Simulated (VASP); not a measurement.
A run of VASP 6.6.1:

File INCAR:

```
SYSTEM = In
PREC = Accurate
ENCUT = 520
EDIFF = 1E-6
ISMEAR = -1
SIGMA = 0.1
LREAL = .False.
LASPH = .True.
NELM = 60
ALGO = Normal
ISIF = 2
LWAVE = .False.
LCHARG = .False.
GGA = RP
NBANDS = 20
```

KPOINTS

```
Automatic mesh
0
Gamma
  12 12 7
  0 0 0
```

The input POSCAR:

```
In
1.0
    3.5028225335      0.0000000000      0.0000000000
   -1.7514112667      3.0335332990      0.0000000000
    0.0000000000      0.0000000000      5.6849778123
In
2
Direct
    0.3333333333      0.6666666667      0.2500000000
    0.6666666667      0.3333333333      0.7500000000
```

Potentials or basis: VASP PAW PBE potentials, release 64 (In_d).

Command:

```sh
$ cat potpaw_PBE.64/In_d/POTCAR > POTCAR
$ mpirun -np 1 vasp_std > vasp.out
```

Hardware: 1 thread of Intel(R) Xeon(R) 6975P-C (Granite Rapids), with other jobs on the host.

**Question.** How long does it take, and how much memory?

**Answer.** Run time: 26 s on 1 thread of Intel(R) Xeon(R) 6975P-C (Granite Rapids), on a shared host, peak memory 0.21 GiB. Counts: scf iterations 11, k points 76.
